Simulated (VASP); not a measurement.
## K3LuN2: single point with PBE

K3LuN2:

```
CELL_PARAMETERS angstrom
7.09113 0.00000 0.00000
-3.54556 6.14110 0.00000
0.00000 0.00000 5.42166
ATOMIC_POSITIONS crystal
K 0.50000 0.00000 0.50000
K 0.00000 0.50000 0.50000
K 0.50000 0.50000 0.50000
Lu 0.00000 0.00000 0.00000
N 0.00000 0.00000 0.61517
N 0.00000 0.00000 0.38483
```

```json
{
  "Program": "VASP 6.6.1",
  "Task": "single point",
  "Functional": "PBE",
  "Potentials or basis": "VASP PAW PBE potentials, release 64 (K_sv, Lu, N)",
  "Cutoff": "520 eV",
  "k mesh": "3 × 3 × 4",
  "Occupations": "gaussian, width 0.1 eV",
  "Spin": "no spin polarisation"
}
```

```
Pressure               : 0.2 GPa
Largest force          : 0.106 eV/Å
Band gap on the k mesh : zero (band 31 reaches 0.86 eV, above the bottom of band 32 at 0.12 eV)
```

Forces in eV/Å, atoms in the order of the input:
```
K    0.000  0.000  0.000
K    0.000  0.000  0.000
K    0.000  0.000  0.000
Lu   0.000  0.000  0.000
N    0.000  0.000  0.106
N    0.000  0.000 -0.106
```

Stress tensor (GPa, compression positive):
```
0.10 0.00 0.00
0.00 0.10 0.00
0.00 0.00 0.44
```

Levels at points of the mesh, in eV from the Fermi level:
| k point | band 29 | band 30 | band 31 | band 32 | band 33 | band 34 |
| --- | --- | --- | --- | --- | --- | --- |
| (0.00, 0.00, 0.00) | -2.03 | -0.62 | -0.62 | 0.92 | 0.92 | 0.94 |
| (0.00, 0.00, 0.50) | -1.07 | -0.40 | 0.24 | 0.24 | 1.47 | 1.76 |

Run time: 100 s on 1 thread of Intel(R) Xeon(R) Platinum 8488C (Sapphire Rapids), with other jobs on the host, peak memory 0.38 GiB.

Caveat: the standard files for N, O and F lose accuracy on very short bonds; spin-orbit coupling is left out, which moves the levels of the heavy elements.
